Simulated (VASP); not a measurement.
# MoS2 (P-6m2) in VASP: further runs

MoS2 is run at these levels: PBE+D3(BJ); tasks: single point.

Everything below comes from runs of VASP 6.6.1. Logs are shortened: lines on timing, memory, paths and dates and some standing lists are left out, and cuts for length are marked.

### Step 1. The cell of the first run

Symmetry: P-6m2, No. 187, hexagonal system. Conventional cell: a = 3.208 Å, b = 3.208 Å, c = 6.406 Å, α = 90.00°, β = 90.00°, γ = 120.00°. Within 3.3 Å of Mo (site symmetry -6m2) lie 6 S at 2.39 Å and 6 Mo at 3.21 Å. S (site symmetry 3m) has 3 Mo at 2.39 Å and 8 S at 3.02 to 3.39 Å within 3.4 Å.

### Step 2. Single point, PBE+D3(BJ)

INCAR

```
SYSTEM = MoS2
  PREC = Accurate
  ENCUT = 500
  EDIFF = 1E-6
  ISMEAR = 0
  SIGMA = 0.05
  LREAL = .False.
  LASPH = .True.
  NELM = 120
  ALGO = Normal
  ISIF = 2
  LWAVE = .False.
  LCHARG = .False.
  GGA = PE
  IVDW = 12
  NBANDS = 20
  GGA_COMPAT = .False.
```

KPOINTS

```
regular mesh
0
Gamma
  12 12 4
  0 0 0
```

POSCAR

```
MoS2
1.0
    3.2075152338      0.0000000000      0.0000000000
   -1.6037576169      2.7777896755      0.0000000000
    0.0000000000      0.0000000000      6.4063701764
Mo S
1 2
Direct
    0.0000000000      0.0000000000      0.0000000000
    0.3333333333      0.6666666667      0.2357940733
    0.3333333333      0.6666666667      0.7642059267
```

Potentials or basis: VASP PAW PBE potentials, release 64 (Mo_sv, S).

Launch:

```
$ cat potpaw_PBE.64/Mo_sv/POTCAR potpaw_PBE.64/S/POTCAR > POTCAR
$ mpirun -np 1 vasp_std > vasp.out
```

OUTCAR:

```text
SYSTEM = MoS2
   PREC = Accurate
   ENCUT = 500
   EDIFF = 1E-6
   ISMEAR = 0
   LREAL = .False.
   LASPH = .True.
   NELM = 120
   ISIF = 2
   GGA = PE
   IVDW = 12
 IVDW          = 12

 ion  position               nearest neighbor table
   1  0.000  0.000  0.000-   2 2.39   3 2.39   2 2.39   3 2.39   2 2.39   3 2.39
   2  0.333  0.667  0.236-   1 2.39   1 2.39   1 2.39
   3  0.333  0.667  0.764-   1 2.39   1 2.39   1 2.39

  LATTYP: Found a hexagonal cell.
 ALAT       =     3.2075152338
 C/A-ratio  =     1.9973000000

  Lattice vectors:

 A1 = (   3.2075152338,   0.0000000000,   0.0000000000)
 A2 = (  -1.6037576169,   2.7777896755,   0.0000000000)
 A3 = (   0.0000000000,   0.0000000000,   6.4063701764)

Analysis of symmetry for initial positions (statically):
=====================================================================
 Subroutine PRICEL returns:
 Original cell was already a primitive cell.

 Routine SETGRP: Setting up the symmetry group for a
 hexagonal supercell.

 Subroutine GETGRP returns: Found 12 space group operations
 (whereof 12 operations were pure point group operations)
 out of a pool of 24 trial point group operations.

The static configuration has the point symmetry D_3h.

Analysis of symmetry for dynamics (positions and initial velocities):
=====================================================================
 Subroutine PRICEL returns:
 Original cell was already a primitive cell.

 Routine SETGRP: Setting up the symmetry group for a
 hexagonal supercell.

 Subroutine GETGRP returns: Found 12 space group operations
 (whereof 12 operations were pure point group operations)
 out of a pool of 24 trial point group operations.

The dynamic configuration has the point symmetry D_3h.

 Subroutine INISYM returns: Found 12 space group operations
 (whereof 12 operations are pure point group operations),
 and found     1 'primitive' translations

----------------------------------------------------------------------------------------

                                     Primitive cell

  volume of cell :      57.0795

  direct lattice vectors                    reciprocal lattice vectors
     3.207515234  0.000000000  0.000000000     0.311767810  0.179999229  0.000000000
    -1.603757617  2.777789676  0.000000000     0.000000000  0.359998458  0.000000000
     0.000000000  0.000000000  6.406370176     0.000000000  0.000000000  0.156094633

  length of vectors
[... 83 lines left out ...]
   NELM   =    120;   NELMIN=  2; NELMDL= -5     # of ELM steps
   EDIFF  = 0.1E-05   stopping-criterion for ELM
   LREAL  =      F    real-space projection
   EDIFFG = 0.1E-04   stopping-criterion for IOM
   NSW    =      0    number of steps for IOM
   IBRION =     -1    ionic relax: 0-MD 1-quasi-New 2-CG
   NFREE  =      0    steps in history (QN), initial steepest desc. (CG)
   ISIF   =      2    stress and relaxation
   ISYM   =      2    0-nonsym 1-usesym 2-fastsym
   POTIM  = 0.5000    time-step for ionic-motion
   TEBEG  =    0.0;   TEEND  =   0.0 temperature during run
   PSTRESS=    0.0 pullay stress
   NELECT =      26.0000    total number of electrons
   NUPDOWN=      -1.0000    fix difference up-down
   EMIN   =  10.00;   EMAX   =-10.00  energy-range for DOS
   EFERMI =   0.00;   METHOD = LEGACY
   ISMEAR =     0;   SIGMA  =   0.05  broadening in eV -4-tet -1-fermi 0-gaus
   EFERMI_NEDOS =   21; number of points for ismear=-14 and -15
   IALGO  =     38    algorithm
   IMIX   =      4    mixing-type and parameters
     AMIX     =   0.40;   BMIX     =  1.00
     AMIX_MAG =   1.60;   BMIX_MAG =  1.00
  volume/ion in A,a.u.               =      19.03       128.40
  Fermi-wavevector in a.u.,A,eV,Ry     =   1.259619  2.380335 21.587552  1.586640
  Thomas-Fermi vector in A             =   2.393170
   LORBIT       =      0    0 simple, 1 ext, 2 COOP (PROOUT), +10 PAW based schemes
   GGA     = PE    functional components
   LHFCALC =     F    Hartree Fock is set to
   AEXX    =    0.0000 exact exchange contribution
   IVDW    =    12    specifies the selected vdW correction
   LEPSILON=     F    determine dielectric tensor
   LRPA    =     F    only Hartree local field effects (RPA)
 non-spin polarized calculation
 Gauss-broadening in eV      SIGMA  =   0.05
  energy-cutoff  :      500.00
  volume of cell :       57.08
 maximum number of plane-waves:      1476
 NGX is ok and might be reduce to    24
   NGX = 11   NGY = 11   NGZ = 23

 number of electron      26.0000002 magnetization

 Free energy of the ion-electron system (eV)
  ---------------------------------------------------
  ext. energy  EPLUGINS =         0.00000000
  ---------------------------------------------------
  free energy    TOTEN  =       -21.74006308 eV

  energy without entropy =      -21.74006308  energy(sigma->0) =      -21.74006308

 E-fermi :   7.1973     XC(G=0): -10.3172

 val. band max:        6.9083758796   @ k =   0.0000   0.0000   0.5000
 cond. band min:       7.5081580576   @ k =   0.3333   0.3333   0.0000
 fundamental gap:      0.5997821780
 Fermi energy:         7.1973423307

 k-point     1 :       0.0000    0.0000    0.0000
  band No.  band energies     occupation
      1     -54.7897      2.00000
      2     -28.9291      2.00000
      3     -28.7595      2.00000
      4     -28.7595      2.00000
      5      -8.1688      2.00000
      6      -6.5008      2.00000
[... 541 lines left out ...]
     19      14.2912      0.00000
     20      14.9506      0.00000

 [... further k-points ...]

------------------------ aborting loop because EDIFF is reached ----------------------------------------

 Edisp (eV)   -1.18992

 E8    (eV) :    -0.4799

  FORCE on cell =-STRESS in cart. coord.  units (eV):
  Direction    XX          YY          ZZ          XY          YZ          ZX
  --------------------------------------------------------------------------------------
  -------------------------------------------------------------------------------------
  Total      -0.91182    -0.91182     2.40185    -0.00000     0.00000     0.00000
  in kB     -25.59413   -25.59413    67.41815    -0.00000     0.00000     0.00000
  external pressure =        5.41 kB  Pullay stress =        0.00 kB

 VOLUME and BASIS-vectors are now :
 -----------------------------------------------------------------------------
  energy-cutoff  :      500.00
  volume of cell :       57.08
      direct lattice vectors                 reciprocal lattice vectors
     3.207515234  0.000000000  0.000000000     0.311767810  0.179999229  0.000000000
    -1.603757617  2.777789676  0.000000000     0.000000000  0.359998458  0.000000000
     0.000000000  0.000000000  6.406370176     0.000000000  0.000000000  0.156094633

 POSITION                                       TOTAL-FORCE (eV/Angst)
 -----------------------------------------------------------------------------------
      0.00000      0.00000      0.00000        -0.000000     -0.000000      0.000000
     -0.00000      1.85186      1.51058        -0.000000      0.000000      0.645488
     -0.00000      1.85186      4.89579         0.000000      0.000000     -0.645488
 -----------------------------------------------------------------------------------
    total drift:                                0.000000     -0.000000     -0.000000

  FREE ENERGIE OF THE ION-ELECTRON SYSTEM (eV)
  ---------------------------------------------------
  free  energy   TOTEN  =       -22.9299783642 eV

  energy  without entropy=      -22.9299783642  energy(sigma->0) =      -22.92997836
```

Run time: 84 s. Hardware: 1 thread of Intel Xeon 8259CL, shared host; peak memory 0.21 GiB.

What came out:

* Free energy: -22.9300 eV
* Pressure: 0.5 GPa
* Largest force: 0.645 eV/Å
* Band gap on the k mesh: 0.60 eV (least direct gap 1.49 eV)
* Dispersion energy per atom: -0.397 eV

Forces in eV/Å, atoms in the order of the input:
```
Mo   0.000  0.000  0.000
S    0.000  0.000  0.645
S    0.000  0.000 -0.645
```

(Continued in part 2 of 2.)
